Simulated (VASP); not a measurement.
Set up this calculation in VASP 6.6.1, as the native input.

| Property | Result |
| --- | --- |
| Task | single point |
| Functional | LDA |
| Potentials or basis | VASP PAW LDA potentials, release 64 (Rh_pv) |
| Cutoff | 500 eV |
| k mesh | 12 × 12 × 12 |
| Occupations | fermi-dirac, width 0.15 eV |
| Spin | no spin polarisation |
| Dipole correction | no |
| Further INCAR settings | ALGO = Normal; EDIFF = 1e-06; NBANDS = 14 |

The structure of Rh lies in POSCAR:

```
Rh
1.0
    0.0000000000      1.8978500000      1.8978500000
    1.8978500000      0.0000000000      1.8978500000
    1.8978500000      1.8978500000      0.0000000000
Rh
1
Direct
    0.0000000000      0.0000000000      0.0000000000
```

These files were run (other wordings do the same):

INCAR

```
SYSTEM = Rh
  PREC = Accurate
  ENCUT = 500
  EDIFF = 1E-6
  ISMEAR = -1
  SIGMA = 0.15
  LREAL = .FALSE.
  LASPH = .TRUE.
  NELM = 120
  ALGO = Normal
  ISIF = 2
  LWAVE = .FALSE.
  LCHARG = .TRUE.
  GGA = CA
  LELF = .TRUE.
  LVHAR = .TRUE.
  NBANDS = 14
  GGA_COMPAT = .FALSE.
```

KPOINTS

```
Automatic mesh
0
G
  12 12 12
  0 0 0
```

Potentials or basis: VASP PAW LDA potentials, release 64 (Rh_pv).

Run with:

```bash
$ cat potpaw_LDA.64/Rh_pv/POTCAR > POTCAR
$ mpirun -np 1 vasp_std > vasp.out
```

Results of the run:

* Pressure: -8.0 GPa

It took 16 s on 1 thread of Intel Xeon 8259CL, with other jobs on the host, peak memory 0.13 GiB.
